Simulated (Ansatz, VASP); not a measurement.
**InP in VASP and in Ansatz**

```xyz
2
Lattice="0.0000 2.3872 2.3872 2.3872 0.0000 2.3872 2.3872 2.3872 0.0000" Properties=species:S:1:pos:R:3 pbc="T T T"
In    0.0000    0.0000    0.0000
P     1.1936    1.1936    1.1936
```

Change from the starting cell: volume scaled by 0.55, LAPW.

Alike in both runs: task single point; functional LDA; k mesh 11 × 11 × 11; occupations fermi-dirac, width 0.05 eV; no spin polarisation.

```csv
,VASP,Ansatz
version,VASP 6.6.1,Ansatz 0.2.0
potentials or method,"VASP PAW LDA potentials, release 64 (In_d, P), cutoff 500 eV","all-electron LAPW, scalar-relativistic"
```

```csv
,VASP,Ansatz,Ansatz less VASP
pressure (GPa),157.7,158.2,+0.47
```

LDA's correlation is that of Perdew and Zunger in VASP and of Perdew and Wang (1992) in Ansatz. Both programs put the cell under a high pressure, so it lies far from rest at this level. Ansatz ran all-electron here, and VASP with PAW potentials.

Noted on VASP's run: the cell as given lies far from equilibrium.
